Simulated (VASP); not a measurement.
# Al7BN8 (P1) in VASP: single point with PBE

Aim: the single point of Al7BN8 with PBE.

All numbers are computed with VASP 6.6.1; they aren't measurements. Logs are shortened: lines on timing, memory, paths and dates and some standing lists are left out, and cuts for length are marked.

**1. The cell of the first run**

The typed cell holds 96 atoms: a = 9.144 Å, b = 10.559 Å, c = 9.790 Å, α = 90.00°, β = 90.00°, γ = 90.00°.

**2. Single point, PBE**

File INCAR:

```
SYSTEM = Al7BN8
  PREC = Accurate
  ENCUT = 520
  EDIFF = 1E-6
  ISMEAR = -1
  SIGMA = 0.05
  LREAL = Auto
  LASPH = .True.
  NELM = 100
  ALGO = Normal
  ISIF = 2
  LWAVE = .False.
  LCHARG = .True.
  GGA = PE
  LELF = .True.
  LVHAR = .True.
  NBANDS = 246
```

File KPOINTS:

```
Automatic mesh
0
Gamma
  1 1 1
  0 0 0
```

File POSCAR:

```
Al7BN8
1.0
    9.1443680000      0.0000000000      0.0000000000
    0.0000000000     10.5590070000      0.0000000000
    0.0000000000      0.0000000000      9.7895800000
B Al N
6 42 48
Direct
    0.1621860000      0.0879770000      0.2486150000
    0.9944780000      0.8422040000      0.7540280000
    0.6758030000      0.8371810000      0.7459460000
    0.6738210000      0.1772510000      0.4859030000
    0.6672760000      0.1816170000      0.0021990000
    0.5064270000      0.4212030000      0.0041080000
    0.1650340000      0.0850190000      0.7506720000
    0.0057760000      0.3361730000      0.2545830000
    0.9966890000      0.3394050000      0.7560810000
    0.5064340000      0.0907310000      0.2478780000
    0.5114820000      0.0909060000      0.7538150000
    0.3302170000      0.3333340000      0.2488430000
    0.3375700000      0.3450070000      0.7558700000
    0.1680810000      0.5913830000      0.2496800000
    0.1601000000      0.5928710000      0.7483330000
    0.9929570000      0.8447860000      0.2496520000
    0.8360650000      0.0828280000      0.2445990000
    0.8291930000      0.0898370000      0.7394040000
    0.6651850000      0.3400690000      0.2385160000
    0.6627280000      0.3323420000      0.7437520000
    0.4969490000      0.5907850000      0.2447220000
    0.5005860000      0.5869780000      0.7574260000
    0.3337970000      0.8506220000      0.2479580000
    0.3320490000      0.8408990000      0.7451990000
    0.8359950000      0.5893200000      0.2461860000
    0.8237370000      0.5999410000      0.7429770000
    0.6610690000      0.8361490000      0.2470460000
    0.9948940000      0.1645150000      0.4855920000
    0.0071710000      0.1784570000      0.9974540000
    0.3445070000      0.1722520000      0.4858430000
    0.3360170000      0.1795930000      0.0068130000
    0.1740410000      0.4269540000      0.5034210000
    0.1772380000      0.4262260000      0.0036280000
    0.9880010000      0.6766680000      0.5015820000
    0.0063130000      0.6837400000      0.9908240000
    0.5031130000      0.4164050000      0.4934110000
    0.3390440000      0.6761740000      0.4993760000
    0.3296220000      0.6731500000      0.9950120000
    0.1580380000      0.9243920000      0.5041390000
    0.1572730000      0.9313040000      0.0041120000
    0.8395730000      0.4144220000      0.5029380000
    0.8259410000      0.4237880000      0.9968660000
    0.6595310000      0.6781680000      0.5036120000
    0.6629270000      0.6695770000      0.9926350000
    0.5038600000      0.9351700000      0.4963900000
    0.4990770000      0.9327430000      0.9860430000
    0.8171170000      0.9268700000      0.4990400000
    0.8197560000      0.9255310000      0.9812080000
    0.0120980000      0.1577980000      0.2039790000
    0.9998130000      0.1696870000      0.6868810000
    0.3141030000      0.1665180000      0.1996140000
    0.3337710000      0.1722860000      0.6875520000
    0.1674960000      0.4192440000      0.1895560000
    0.1692870000      0.4170530000      0.7045530000
    0.0111560000      0.6792400000      0.1844280000
    0.9927210000      0.6955750000      0.7010170000
    0.6738330000      0.1686450000      0.1640240000
    0.6695450000      0.1712200000      0.6567020000
    0.5018340000      0.4204490000      0.1817870000
    0.5007140000      0.4291990000      0.6893750000
    0.3325980000      0.6813000000      0.1883280000
    0.3365160000      0.6737340000      0.6936650000
    0.1560270000      0.9435760000      0.1979010000
    0.1413900000      0.9105810000      0.6913750000
    0.8315900000      0.4192850000      0.1862780000
    0.8325000000      0.4281530000      0.6964710000
    0.6712760000      0.6745200000      0.1819440000
    0.6615670000      0.6972220000      0.6885620000
    0.4974020000      0.9260000000      0.1849880000
    0.5184030000      0.9171820000      0.6948270000
    0.8284860000      0.9244300000      0.1819930000
    0.8316420000      0.9058840000      0.7045590000
    0.1641480000      0.0854850000      0.4240990000
    0.1806220000      0.0991350000      0.9363280000
    0.0062120000      0.3372060000      0.4452100000
    0.9956800000      0.3448120000      0.9407320000
    0.5213870000      0.1037990000      0.4321730000
    0.5164380000      0.1049330000      0.9492010000
    0.3376140000      0.3367720000      0.4461570000
    0.3595310000      0.3468750000      0.9489950000
    0.1666060000      0.5953560000      0.4439640000
    0.1686610000      0.5882550000      0.9378810000
    0.9887230000      0.8447900000      0.4419030000
    0.9954040000      0.8548920000      0.9216260000
    0.8064200000      0.0995070000      0.4386600000
    0.8160370000      0.1085700000      0.9388380000
    0.6798370000      0.3206560000      0.4346860000
    0.6455360000      0.3328380000      0.9512820000
    0.4936130000      0.5852200000      0.4411640000
    0.4974660000      0.5680460000      0.9520510000
    0.3325380000      0.8466910000      0.4353120000
    0.3220970000      0.8447430000      0.9369210000
    0.8259810000      0.5869330000      0.4403680000
    0.8339960000      0.5930710000      0.9304950000
    0.6648360000      0.8436350000      0.4364790000
    0.6556090000      0.8368510000      0.9167400000
```

Potentials or basis: VASP PAW PBE potentials, release 64 (B, Al, N).

Launch:

```console
> cat potpaw_PBE.64/B/POTCAR potpaw_PBE.64/Al/POTCAR potpaw_PBE.64/N/POTCAR > POTCAR
> mpirun -np 1 vasp_gam > vasp.out
```

OUTCAR:

```text
SYSTEM = Al7BN8
   PREC = Accurate
   ENCUT = 520
   EDIFF = 1E-6
   ISMEAR = -1
   LREAL = Auto
   LASPH = .True.
   NELM = 100
   ISIF = 2
   GGA = PE

 ion  position               nearest neighbor table
   1  0.162  0.088  0.249-  63 1.60  49 1.62  51 1.69  73 1.72
   2  0.994  0.842  0.754-  56 1.63  64 1.64  84 1.65  72 1.70
   3  0.676  0.837  0.746-  68 1.59  72 1.65  96 1.68  70 1.74
   4  0.674  0.177  0.486-  85 1.54  87 1.60  58 1.67  77 1.68
   5  0.667  0.182  0.002-  57 1.59  78 1.68  86 1.68  88 1.68
   6  0.506  0.421  0.004-  90 1.63  80 1.65  88 1.66  59 1.74
   7  0.165  0.085  0.751-  74 1.83  50 1.86  52 1.90  64 1.94  39 2.95  40 2.97  29 2.98  24 3.00
                            18 3.07   9 3.10  31 3.12  28 3.14  13 3.17  11 3.17  30 3.20
   8  0.006  0.336  0.255-  53 1.83  75 1.87  65 1.94  49 1.95  28 2.90  12 2.97  41 2.98  29 3.02
                            32 3.04  33 3.07  14 3.08  25 3.09  17 3.09  19 3.12  42 3.15
   9  0.997  0.339  0.756-  76 1.81  54 1.85  66 1.86  50 1.92  29 2.91  42 2.96  41 2.97  18 3.05
                            20 3.06  15 3.07  33 3.07   7 3.10  32 3.10  13 3.12  26 3.18  28 3.23
  10  0.506  0.091  0.248-  77 1.81  69 1.85  57 1.92  51 1.99  30 2.89  45 2.94  31 2.98  23 2.99
                            19 3.01  17 3.02  12 3.03  27 3.04  46 3.06
  11  0.511  0.091  0.754-  78 1.92  70 1.92  58 1.93  52 1.95  46 2.82  20 2.90  18 2.91  45 3.01
                            31 3.10  24 3.11  13 3.12  30 3.15   7 3.17
  12  0.330  0.333  0.249-  51 1.83  53 1.84  79 1.93  59 1.93  31 2.87  30 2.88  33 2.95   8 2.97
                            36 3.00  10 3.03  32 3.04  19 3.07  14 3.10  21 3.12
  13  0.338  0.345  0.756-  54 1.79  60 1.85  80 1.90  52 1.94  22 2.96  33 2.96  20 2.98  31 3.01
                            32 3.02  36 3.08  15 3.08   9 3.12  11 3.12   7 3.17  30 3.21
  14  0.168  0.591  0.250-  55 1.82  61 1.88  81 1.90  53 1.91  33 2.97  21 3.01  38 3.02  32 3.03
                            37 3.04  25 3.04   8 3.08  35 3.09  34 3.10  12 3.10  16 3.12  23 3.13
  15  0.160  0.593  0.748-  82 1.86  62 1.90  54 1.91  56 1.93  35 2.92  32 2.97  38 2.99  34 3.02
                            24 3.05  33 3.06  37 3.06   9 3.07  26 3.08  13 3.08  22 3.12
  16  0.993  0.845  0.250-  71 1.85  55 1.87  83 1.88  63 1.89  17 2.89  40 2.98  39 3.03  27 3.04
                            34 3.04  47 3.05  35 3.05  25 3.06  23 3.12  14 3.12  48 3.18
  17  0.836  0.083  0.245-  71 1.78  49 1.84  57 1.91  85 1.93  16 2.89  28 2.90  47 2.99  10 3.02
                            29 3.05  27 3.06  48 3.07   8 3.09  19 3.13
  18  0.829  0.090  0.739-  50 1.85  58 1.88  86 1.97  72 1.97  11 2.91  47 2.92  48 2.94  20 2.98
                            28 3.02   9 3.05   7 3.07  29 3.15
  19  0.665  0.340  0.239-  59 1.81  65 1.81  87 1.94  57 1.95  42 2.92  10 3.01  36 3.01  25 3.06
                            21 3.06  12 3.07   8 3.12  17 3.13  41 3.14
  20  0.663  0.332  0.744-  60 1.88  58 1.90  66 1.91  88 2.04  11 2.90  13 2.98  18 2.98  41 2.99
                            36 2.99  42 3.05   9 3.06  22 3.07  26 3.19
  21  0.497  0.591  0.245-  61 1.86  59 1.90  67 1.92  89 1.92  27 2.99  14 3.01  38 3.01  44 3.01
                            37 3.02  36 3.05  19 3.06  43 3.08  25 3.10  12 3.12  23 3.12
  22  0.501  0.587  0.757-  60 1.79  62 1.87  90 1.92  68 1.99  44 2.88  38 2.95  13 2.96  26 2.96
                            43 3.04  20 3.07  37 3.07  24 3.09  15 3.12  36 3.15
  23  0.334  0.851  0.248-  69 1.80  91 1.83  61 1.88  63 1.96  10 2.99  27 3.00  40 3.00  45 3.02
                            37 3.07  39 3.08  46 3.10  38 3.11  16 3.12  21 3.12  14 3.13
  24  0.332  0.841  0.745-  62 1.84  92 1.88  70 1.95  64 1.96  37 2.97  46 2.97  39 2.98   7 3.00
                            38 3.02  15 3.05  45 3.06  22 3.09  11 3.11  40 3.14
  25  0.836  0.589  0.246-  67 1.86  65 1.89  93 1.90  55 1.96  42 3.00  34 3.01  14 3.04  16 3.06
                            27 3.06  19 3.06  44 3.06   8 3.09  21 3.10  35 3.11  41 3.12  43 3.14
  26  0.824  0.600  0.743-  94 1.84  66 1.87  68 1.88  56 1.89  43 2.90  34 2.91  44 2.95  22 2.96
                            41 3.06  35 3.08  15 3.08  42 3.10   9 3.18  20 3.19
  27  0.661  0.836  0.247-  67 1.82  95 1.86  69 1.87  71 1.90  21 2.99  23 3.00  47 3.01  43 3.02
[... 89 lines left out ...]
  95  0.665  0.844  0.436-  47 1.76  45 1.86  27 1.86  43 1.87
  96  0.656  0.837  0.917-   3 1.68  48 1.88  46 1.88  44 1.92

  LATTYP: Found a simple orthorhombic cell.
 ALAT       =     9.1443680000
[... 285 lines left out ...]
   LREAL  =      T    real-space projection
   EDIFFG = 0.1E-04   stopping-criterion for IOM
   NSW    =      0    number of steps for IOM
   IBRION =     -1    ionic relax: 0-MD 1-quasi-New 2-CG
   NFREE  =      0    steps in history (QN), initial steepest desc. (CG)
   ISIF   =      2    stress and relaxation
   ISYM   =      2    0-nonsym 1-usesym 2-fastsym
   POTIM  = 0.5000    time-step for ionic-motion
   TEBEG  =    0.0;   TEEND  =   0.0 temperature during run
   PSTRESS=    0.0 pullay stress
   NELECT =     384.0000    total number of electrons
   NUPDOWN=      -1.0000    fix difference up-down
   EMIN   =  10.00;   EMAX   =-10.00  energy-range for DOS
   EFERMI =   0.00;   METHOD = LEGACY
   ISMEAR =    -1;   SIGMA  =   0.05  broadening in eV -4-tet -1-fermi 0-gaus
   EFERMI_NEDOS =   21; number of points for ismear=-14 and -15
   IALGO  =     38    algorithm
   IMIX   =      4    mixing-type and parameters
     AMIX     =   0.40;   BMIX     =  1.00
     AMIX_MAG =   1.60;   BMIX_MAG =  1.00
  volume/ion in A,a.u.               =       9.85        66.45
  Fermi-wavevector in a.u.,A,eV,Ry     =   1.212472  2.291239 20.001758  1.470088
  Thomas-Fermi vector in A             =   2.347955
   LORBIT       =      0    0 simple, 1 ext, 2 COOP (PROOUT), +10 PAW based schemes
   GGA     = PE    functional components
   LHFCALC =     F    Hartree Fock is set to
   AEXX    =    0.0000 exact exchange contribution
   IVDW    =     0    specifies the selected vdW correction
   LEPSILON=     F    determine dielectric tensor
   LRPA    =     F    only Hartree local field effects (RPA)
 non-spin polarized calculation
  energy-cutoff  :      520.00
  volume of cell :      945.24
 maximum number of plane-waves:     12731
 NGX is ok and might be reduce to    70
   NGX = 35   NGY = 39   NGZ = 37

 number of electron     383.9999988 magnetization

 Free energy of the ion-electron system (eV)
  ---------------------------------------------------
  ext. energy  EPLUGINS =         0.00000000
  ---------------------------------------------------
  free energy    TOTEN  =      -714.98358160 eV

  energy without entropy =     -714.98358160  energy(sigma->0) =     -714.98358160

 E-fermi :   7.7532     XC(G=0): -11.0875

 val. band max:        6.5060746095   @ k =   0.0000   0.0000   0.0000
 cond. band min:      10.5320279403   @ k =   0.0000   0.0000   0.0000
 fundamental gap:      4.0259533308
 Fermi energy:         7.7532177498

 k-point     1 :       0.0000    0.0000    0.0000
  band No.  band energies     occupation
      1      -9.4572      2.00000
      2      -8.8848      2.00000
      3      -8.7882      2.00000
      4      -8.6177      2.00000
      5      -8.4621      2.00000
      6      -8.3449      2.00000
[... 196 lines left out ...]
    203      11.9818      0.00000
    204      12.0294      0.00000
 [bands above 204 left out]

------------------------ aborting loop because EDIFF is reached ----------------------------------------

  FORCE on cell =-STRESS in cart. coord.  units (eV):
  Direction    XX          YY          ZZ          XY          YZ          ZX
  --------------------------------------------------------------------------------------
  -------------------------------------------------------------------------------------
  Total       30.1568299     17.5429247     16.6305521     -1.4151752      0.8709295      1.1799924
  in kB       51.1158323     29.7352605     28.1887888     -2.3987222      1.4762256      2.0000874
  external PRESSURE =      36.3466272 kB  Pullay stress =       0.0000000 kB

 VOLUME and BASIS-vectors are now :
 -----------------------------------------------------------------------------
  energy-cutoff  :      520.00
  volume of cell :      945.24
      direct lattice vectors                 reciprocal lattice vectors
     9.144368000  0.000000000  0.000000000     0.109356929  0.000000000  0.000000000
     0.000000000 10.559007000  0.000000000     0.000000000  0.094705875  0.000000000
     0.000000000  0.000000000  9.789580000     0.000000000  0.000000000  0.102149428

 POSITION                                       TOTAL-FORCE (eV/Angst)
 -----------------------------------------------------------------------------------
      1.48309      0.92895      2.43384        -0.141107     -0.190502      0.911031
      9.09387      8.89284      7.38162        -0.423390     -0.330354     -0.296001
      6.17979      8.83980      7.30250        -0.920961      0.158967      0.863663
      6.16167      1.87159      4.75679        -0.939230     -0.098401      0.943593
      6.10182      1.91770      0.02153        -0.516234     -0.696379      0.259346
      4.63095      4.44749      0.04022        -0.996296     -1.086655      0.018396
[... 88 lines left out ...]
      6.07951      8.90795      4.27295        -1.453661     -1.076262     -0.568952
      5.99513      8.83632      8.97450         0.520106     -0.276286     -0.413261
 -----------------------------------------------------------------------------------
    total drift:                               -0.016377     -0.024306     -0.001437

  FREE ENERGIE OF THE ION-ELECTRON SYSTEM (eV)
  ---------------------------------------------------
  free  energy   TOTEN  =      -714.9835816005 eV

  energy  without entropy=     -714.9835816005  energy(sigma->0) =     -714.98358160
```

Wall time 13 min (1 thread of Intel Xeon 8259CL, shared host); peak memory 0.91 GiB.

What came out:

- Free energy: -714.9836 eV
- Pressure: 3.6 GPa
- Largest force: 2.618 eV/Å
- Band gap on the k mesh: 4.03 eV

Forces on the atoms (eV/Å):
```
B   -0.141 -0.191  0.911
B   -0.423 -0.330 -0.296
B   -0.921  0.159  0.864
B   -0.939 -0.098  0.944
B   -0.516 -0.696  0.259
B   -0.996 -1.087  0.018
Al   0.169  0.427 -1.114
Al  -0.995 -0.486 -0.583
Al   0.305 -0.533 -1.213
Al  -0.117  0.497 -1.926
Al  -0.576  0.396 -1.031
Al   0.639  0.783  0.312
Al   0.901 -1.456  0.027
Al   0.470  0.014  0.099
Al   0.331  0.313 -0.177
Al   0.488  0.275  0.243
Al  -1.223  1.516 -0.331
Al   0.029 -0.388  0.756
Al   0.762 -1.949  0.317
Al  -0.023  0.569  0.717
Al   0.483 -0.116 -0.276
Al   0.047  1.243 -0.233
Al  -1.443 -0.131 -0.518
Al  -0.101  0.131  0.270
Al   0.239  0.037 -0.321
Al   0.818  0.355  0.507
Al   0.506  1.168 -0.608
Al   0.275  0.876  1.152
Al  -1.304 -0.711  0.704
Al  -1.602 -0.959  1.584
Al   1.669  0.068  0.022
Al  -0.537 -0.903  0.715
Al  -0.495 -0.608 -1.248
Al   1.027  0.725  0.484
Al  -1.180 -0.654 -0.410
Al   1.338  0.099  0.970
Al  -1.093  0.635  0.432
Al   0.930  0.318  0.492
Al   0.015 -0.446 -1.356
Al   0.771  0.468 -0.431
Al  -0.881  0.553 -0.188
Al  -0.253  0.054 -0.446
Al   0.015 -0.321 -1.170
Al   0.348  0.311 -0.206
Al  -0.061 -0.704  0.658
Al  -0.225 -0.862  0.796
Al   1.855  0.230  1.365
Al  -0.016  1.064  0.522
N    1.425  1.113 -0.887
N   -0.167  0.020 -0.356
N   -0.007 -1.273  0.161
N    0.694 -0.826 -0.139
N    0.074  1.029  0.854
N   -0.988  1.754 -1.673
N   -1.548 -0.152  0.118
N    0.602 -0.455 -0.468
N   -0.610  1.100  0.353
N   -0.319  0.402  0.632
N   -1.241  0.367 -1.107
N    0.745 -1.265 -0.992
N   -0.036 -0.499  0.111
N   -0.509 -0.434 -0.231
N    1.024 -0.001 -0.493
N    0.447  0.666  0.976
N    1.470  0.767  0.606
N   -0.461 -0.342 -0.733
N   -0.711 -0.655  0.735
N   -0.130 -0.744  1.489
N    0.730 -0.174 -0.570
N    0.139  0.421 -0.186
N   -0.430 -1.686 -0.815
N   -0.411  0.598 -0.465
N    0.810  0.484 -0.651
N   -1.919 -0.631  0.498
N    0.495  0.472 -0.312
N    1.356 -0.249  1.199
N    0.471 -0.081  1.116
N    0.520  0.191 -0.606
N   -0.697  1.174 -1.669
N   -0.791  0.954  0.700
N   -0.686 -0.225  0.188
N   -0.593  0.777  0.192
N   -0.241 -0.013 -0.618
N    0.123 -0.989 -0.437
N    1.337 -0.733 -0.084
N   -0.309  0.058 -0.161
N   -1.493  0.198  0.407
N    0.992  0.350 -0.393
N    1.548  0.240 -1.021
N    0.614 -0.067 -0.253
N    0.346  0.159  1.757
N    0.906  0.052  0.454
N    0.127 -0.154  0.294
N   -0.130 -0.002  1.402
N   -1.454 -1.076 -0.569
N    0.520 -0.276 -0.413
```

Stress tensor (GPa, compression positive):
```
 5.11 -0.24  0.20
-0.24  2.97  0.15
 0.20  0.15  2.82
```

Levels at points of the mesh, in eV from the valence-band top:
```
           k point  band 190  band 191  band 192  band 193  band 194  band 195
(0.00, 0.00, 0.00)     -0.23     -0.18      0.00      4.03      4.60      4.70
```

Caveat: the k points lie up to 0.69 Å⁻¹ apart; forces of over 1 eV/Å act on the atoms, so gaps and moduli don't describe the material at rest. A k mesh can miss the band edges.
